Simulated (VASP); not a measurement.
# Al15ZnO24 (a cell with a defect) in VASP: single point with PBEsol

Aim: the single point of Al15ZnO24 (a cell with a defect) with PBEsol.

All numbers are computed with VASP 6.6.1; they aren't measurements. Logs are shortened: lines on timing, memory, paths and dates and some standing lists are left out, and cuts for length are marked.

### Step 1. The cell of the first run

The cell holds a defect, 40 atoms: a = 7.015 Å, b = 7.015 Å, c = 7.015 Å, α = 85.77°, β = 85.77°, γ = 85.77°.

### Step 2. Single point, PBEsol, collinear spin

INCAR reads:

```
SYSTEM = Al15ZnO24
PREC = Accurate
ENCUT = 520
EDIFF = 1E-6
ISMEAR = 0
SIGMA = 0.02
LREAL = Auto
LASPH = .TRUE.
NELM = 150
ALGO = Normal
ISIF = 2
LWAVE = .FALSE.
LCHARG = .FALSE.
ISPIN = 2
MAGMOM = 0.143 0 0 0 0 0 0 0 0 0 0 0 0 0 0 0 0 0 0 0.143 0 0 0.143 0 0 0.143 0 0 0 0 0.143 0 0 0 0 0.143 0 0.143 0 0
LORBIT = 11
GGA = PS
NBANDS = 130
```

KPOINTS reads:

```
Automatic mesh
0
Gamma
  2 2 2
  0.5 0.5 0.5
```

POSCAR reads:

```
Al15ZnO24
1.0
    4.7738611999      2.7561900488     -4.3382850876
    0.0000000000     -5.5123800976     -4.3382850876
   -4.7738611999      2.7561900488     -4.3382850876
Zn Al O
1 15 24
Direct
    0.8589772950      0.3589772950      0.3589772950
    0.3521064077      0.3519420071      0.8528454550
    0.3528454550      0.8521064077      0.3519420071
    0.8519420071      0.8528454550      0.8521064077
    0.6503983295      0.1503983295      0.1503983295
    0.1504891968      0.1460066352      0.6496873466
    0.1496873466      0.6504891968      0.1460066352
    0.6460066352      0.6496873466      0.6504891968
    0.3522050335      0.8522050335      0.8522050335
    0.8513692473      0.8515641078      0.3537683729
    0.8537683729      0.3513692473      0.8515641078
    0.3515641078      0.3537683729      0.3513692473
    0.1479454566      0.6479454566      0.6479454566
    0.6478878821      0.6486408929      0.1478595689
    0.6478595689      0.1478878821      0.6486408929
    0.1486408929      0.1478595689      0.1478878821
    0.5968160401      0.7504045683      0.9023888498
    0.0966103943      0.7483426798      0.4027159605
    0.0984765852      0.2502726676      0.9042655124
    0.5886320831      0.2419415457      0.4048933593
    0.5957745173      0.9045804656      0.2479998796
    0.0974415896      0.9017203826      0.7514865699
    0.1107070049      0.4039412351      0.2404504165
    0.5960769050      0.4030134299      0.7473541229
    0.4023888498      0.0968160401      0.7504045683
    0.9048933593      0.0886320831      0.2419415457
    0.9027159605      0.5966103943      0.7483426798
    0.4042655124      0.5984765852      0.2502726676
    0.2504045683      0.9023888498      0.0968160401
    0.7502726676      0.9042655124      0.5984765852
    0.7419415457      0.4048933593      0.0886320831
    0.2483426798      0.4027159605      0.5966103943
    0.7479998796      0.0957745173      0.9045804656
    0.2473541229      0.0960769050      0.4030134299
    0.2514865699      0.5974415896      0.9017203826
    0.7404504165      0.6107070049      0.4039412351
    0.4045804656      0.2479998796      0.0957745173
    0.9039412351      0.2404504165      0.6107070049
    0.9030134299      0.7473541229      0.0960769050
    0.4017203826      0.7514865699      0.5974415896
```

Potentials or basis: VASP PAW PBE potentials, release 64 (Zn, Al, O).

Launch:

```console
$ cat potpaw_PBE.64/Zn/POTCAR potpaw_PBE.64/Al/POTCAR potpaw_PBE.64/O/POTCAR > POTCAR
$ mpirun -np 1 vasp_std > vasp.out
```

OUTCAR:

```text
SYSTEM = Al15ZnO24
   PREC = Accurate
   ENCUT = 520
   EDIFF = 1E-6
   ISMEAR = 0
   LREAL = Auto
   LASPH = .TRUE.
   NELM = 150
   ISIF = 2
   ISPIN = 2
   LORBIT = 11
   GGA = PS

 ion  position               nearest neighbor table
   1  0.859  0.359  0.359-  36 1.93  38 1.93  23 1.93  31 2.12  26 2.12  20 2.12   5 2.71  14 2.82
                            16 2.82  15 2.82
   2  0.352  0.352  0.853-  37 1.85  35 1.86  24 1.86  19 1.96  25 1.98  32 1.99   6 2.65  16 2.79
                            15 2.80  13 2.80   8 3.22   7 3.22   5 3.24
   3  0.353  0.852  0.352-  21 1.85  40 1.86  34 1.86  28 1.96  29 1.98  18 1.99   7 2.65  14 2.79
                            16 2.80  13 2.80   6 3.22   8 3.22   5 3.24
   4  0.852  0.853  0.852-  33 1.85  22 1.86  39 1.86  30 1.96  17 1.98  27 1.99   8 2.65  15 2.79
                            14 2.80  13 2.80   7 3.22   6 3.22   5 3.24
   5  0.650  0.150  0.150-  21 1.86  37 1.86  33 1.86  31 1.95  26 1.95  20 1.95   1 2.71  10 2.80
                            12 2.80  11 2.80   2 3.24   3 3.24   4 3.24
   6  0.150  0.146  0.650-  38 1.84  22 1.86  34 1.86  25 1.95  32 1.97  19 1.98   2 2.65   9 2.78
                            11 2.80  12 2.81   3 3.22   4 3.22
   7  0.150  0.650  0.146-  23 1.84  35 1.86  39 1.86  29 1.95  18 1.97  28 1.98   3 2.65   9 2.78
                            12 2.80  10 2.81   4 3.22   2 3.22
   8  0.646  0.650  0.650-  36 1.84  40 1.86  24 1.86  17 1.95  27 1.97  30 1.98   4 2.65   9 2.78
                            10 2.80  11 2.81   2 3.22   3 3.22
   9  0.352  0.852  0.852-  25 1.86  17 1.86  29 1.86  35 1.97  22 1.97  40 1.97  13 2.66   6 2.78
[... 37 lines left out ...]
  39  0.903  0.747  0.096-   7 1.86   4 1.86  14 1.97  10 2.00
  40  0.402  0.751  0.597-   3 1.86   8 1.86   9 1.97  13 1.97

  LATTYP: Found a trigonal (rhomboedric) cell.
 ALAT       =     7.0147738269
 COS(alpha) =     0.0737201315

  Lattice vectors:

 A1 = (   4.7738611999,   2.7561900488,  -4.3382850876)
 A2 = (   0.0000000000,  -5.5123800976,  -4.3382850876)
 A3 = (  -4.7738611999,   2.7561900488,  -4.3382850876)

Analysis of symmetry for initial positions (statically):
=====================================================================
 Subroutine PRICEL returns:
 Original cell was already a primitive cell.

 Routine SETGRP: Setting up the symmetry group for a
 trigonal (rhombohedral) supercell.

 Subroutine GETGRP returns: Found  3 space group operations
 (whereof  1 operations were pure point group operations)
 out of a pool of 12 trial point group operations.

The static configuration has the point symmetry C_1 .
 The point group associated with its full space group is C_3 .

Analysis of symmetry for dynamics (positions and initial velocities):
=====================================================================
 Subroutine PRICEL returns:
 Original cell was already a primitive cell.

 Routine SETGRP: Setting up the symmetry group for a
 trigonal (rhombohedral) supercell.

 Subroutine GETGRP returns: Found  3 space group operations
[... 225 lines left out ...]
 fundamental gap:      0.0066973017
 Fermi energy:         6.0615876670

 spin component 1

 k-point     1 :       0.2500    0.2500    0.2500
  band No.  band energies     occupation
      1     -13.2154      1.00000
      2     -12.4952      1.00000
      3     -12.4449      1.00000
      4     -12.3658      1.00000
      5     -11.9519      1.00000
      6     -11.8910      1.00000
[... 219 lines left out ...]
    111      15.6200      0.00000
    112      15.7544      0.00000
 Fermi energy:         6.0615876670

 spin component 2

 k-point     1 :       0.2500    0.2500    0.2500
  band No.  band energies     occupation
      1     -13.1761      1.00000
      2     -12.4478      1.00000
      3     -12.4054      1.00000
      4     -12.3171      1.00000
      5     -11.8950      1.00000
      6     -11.8555      1.00000
[... 219 lines left out ...]
    111      15.6327      0.00000
    112      15.7693      0.00000
 [bands above 112 left out]

------------------------ aborting loop because EDIFF is reached ----------------------------------------

  FORCE on cell =-STRESS in cart. coord.  units (eV):
  Direction    XX          YY          ZZ          XY          YZ          ZX
  --------------------------------------------------------------------------------------
  -------------------------------------------------------------------------------------
  Total        7.0304132      7.0304132      6.0345694     -0.0000000      0.0000000      0.0000000
  in kB       32.8884303     32.8884303     28.2298505     -0.0000001      0.0000000      0.0000000
  external PRESSURE =      31.3355704 kB  Pullay stress =       0.0000000 kB

 VOLUME and BASIS-vectors are now :
 -----------------------------------------------------------------------------
  energy-cutoff  :      520.00
  volume of cell :      342.49
      direct lattice vectors                 reciprocal lattice vectors
     4.773861200  2.756190049 -4.338285088     0.104737021  0.060469947 -0.076835276
     0.000000000 -5.512380098 -4.338285088     0.000000000 -0.120939894 -0.076835276
    -4.773861200  2.756190049 -4.338285088    -0.104737021  0.060469947 -0.076835276

 POSITION                                       TOTAL-FORCE (eV/Angst)
 -----------------------------------------------------------------------------------
      2.38693      1.37810     -6.84118         0.000000      0.000000      0.024050
     -2.39046      1.38104     -6.75425         0.006422     -0.004820      0.006726
      0.00431     -2.75461     -6.75425        -0.007385     -0.003152      0.006726
     -0.00078     -0.00453    -11.09253         0.000963      0.007972      0.006726
      2.38693      1.37810     -4.12656         0.000000      0.000000     -0.016646
     -2.38310      1.40059     -4.10481         0.008738     -0.002233      0.000648
[... 32 lines left out ...]
      3.85220     -1.36602     -7.57657         0.002979      0.002614     -0.001821
     -0.93435     -1.38860     -7.59481        -0.000065      0.002152     -0.003984
 -----------------------------------------------------------------------------------
    total drift:                               -0.000000     -0.000001     -0.012645

  FREE ENERGIE OF THE ION-ELECTRON SYSTEM (eV)
  ---------------------------------------------------
  free  energy   TOTEN  =      -305.8981348449 eV

  energy  without entropy=     -305.8902396507  energy(sigma->0) =     -305.89418725

 total charge

# of ion       s       p       d       tot
------------------------------------------
    1        0.471   0.577   9.880  10.928
    2        0.313   0.403   0.000   0.716
    3        0.313   0.403   0.000   0.716
    4        0.313   0.403   0.000   0.716
    5        0.313   0.406   0.000   0.718
    6        0.314   0.409   0.000   0.723
[... 32 lines left out ...]
   39        1.543   3.613   0.000   5.157
   40        1.543   3.624   0.000   5.167
--------------------------------------------------
tot         42.252  93.345   9.880 145.477

 magnetization (x)

# of ion       s       p       d       tot
------------------------------------------
    1       -0.006  -0.004   0.143   0.133
    2       -0.000  -0.000   0.000  -0.000
    3       -0.000  -0.000   0.000  -0.000
    4       -0.000  -0.000   0.000  -0.000
    5       -0.001   0.001   0.000  -0.000
    6       -0.000  -0.000   0.000  -0.001
[... 32 lines left out ...]
   39        0.000   0.022   0.000   0.022
   40        0.000   0.005   0.000   0.005
--------------------------------------------------
tot          0.001   0.734   0.143   0.879
```

OSZICAR:

```text
N       E                     dE             d eps       ncg     rms          rms(c)
DAV:   1     0.159716851311E+04    0.15972E+04   -0.99939E+04  1040   0.155E+03
DAV:   2    -0.162133318524E+03   -0.17593E+04   -0.16749E+04  1184   0.381E+02
DAV:   3    -0.331553419359E+03   -0.16942E+03   -0.16727E+03  1206   0.131E+02
DAV:   4    -0.336503199327E+03   -0.49498E+01   -0.49269E+01  1256   0.245E+01
DAV:   5    -0.336587100827E+03   -0.83902E-01   -0.83684E-01  1288   0.338E+00    0.356E+01
DAV:   6    -0.306036128004E+03    0.30551E+02   -0.12418E+02  1504   0.681E+01    0.208E+01
DAV:   7    -0.305880632828E+03    0.15550E+00   -0.20914E+01  1520   0.265E+01    0.925E+00
DAV:   8    -0.305911851466E+03   -0.31219E-01   -0.22454E+00  1384   0.606E+00    0.501E+00
DAV:   9    -0.305898685411E+03    0.13166E-01   -0.20609E-01  1560   0.484E+00    0.212E+00
DAV:  10    -0.305895255143E+03    0.34303E-02   -0.66546E-02  1408   0.286E+00    0.593E-01
DAV:  11    -0.305897738504E+03   -0.24834E-02   -0.21530E-02  1384   0.570E-01    0.372E-01
DAV:  12    -0.305897798996E+03   -0.60491E-04   -0.30885E-03  1512   0.444E-01    0.241E-01
DAV:  13    -0.305898047148E+03   -0.24815E-03   -0.97626E-04  1344   0.134E-01    0.117E-01
DAV:  14    -0.305898149150E+03   -0.10200E-03   -0.43081E-04  1392   0.966E-02    0.380E-02
DAV:  15    -0.305898136142E+03    0.13008E-04   -0.90556E-05  1432   0.107E-01    0.134E-02
DAV:  16    -0.305898135073E+03    0.10687E-05   -0.20578E-05  1504   0.249E-02    0.594E-03
DAV:  17    -0.305898134845E+03    0.22802E-06   -0.46871E-06  1112   0.869E-03
   1 F= -.30589813E+03 E0= -.30589419E+03  d E =-.789519E-02  mag=     1.0000
```

It took 12 min on 1 thread of Oxide Virtual Turin-like, shared host; peak memory 0.53 GiB.

What came out:

| Item | Value |
| --- | --- |
| Free energy | -305.8981 eV |
| Pressure | 3.1 GPa |
| Largest force | 0.070 eV/Å |
| Net moment | 1.00 μB per cell |
| Site moments | Zn +0.13; Al -0.00; O +0.01, +0.09, +0.03, +0.08, +0.02 (each value once) μB |
| Valence electrons inside the program's atomic spheres | Zn 10.93; Al 0.72, 0.73 (each value once); O 5.17, 5.16, 5.13, 5.14 (each value once) |

Forces in eV/Å, atoms in the order of the input:
```
Zn   0.000  0.000  0.024
Al   0.006 -0.005  0.007
Al  -0.007 -0.003  0.007
Al   0.001  0.008  0.007
Al   0.000  0.000 -0.017
Al   0.009 -0.002  0.001
Al  -0.006 -0.006  0.001
Al  -0.002  0.009  0.001
Al   0.000  0.000  0.008
Al   0.009 -0.001 -0.002
Al  -0.005 -0.007 -0.002
Al  -0.004  0.008 -0.002
Al   0.000  0.000  0.000
Al   0.003  0.009 -0.003
Al   0.006 -0.007 -0.003
Al  -0.009 -0.002 -0.003
O   -0.003 -0.001  0.000
O    0.007 -0.001  0.000
O    0.004  0.004 -0.006
O   -0.010  0.006  0.016
O    0.006 -0.003  0.001
O    0.002 -0.001 -0.004
O    0.067  0.011 -0.013
O    0.001 -0.004 -0.002
O    0.001  0.003  0.000
O    0.011  0.006  0.016
O   -0.004 -0.006  0.000
O    0.001 -0.005 -0.006
O    0.002 -0.002  0.000
O   -0.005  0.001 -0.006
O    0.000 -0.012  0.016
O   -0.003  0.007  0.000
O   -0.005 -0.004  0.001
O   -0.004  0.001 -0.002
O   -0.002 -0.001 -0.004
O   -0.024 -0.064 -0.013
O    0.000  0.007  0.001
O   -0.043  0.053 -0.013
O    0.003  0.003 -0.002
O    0.000  0.002 -0.004
```

Caveat: the k points lie up to 0.45 Å⁻¹ apart; the PAW data sets were made with another functional, which shifts forces and pressure a little.
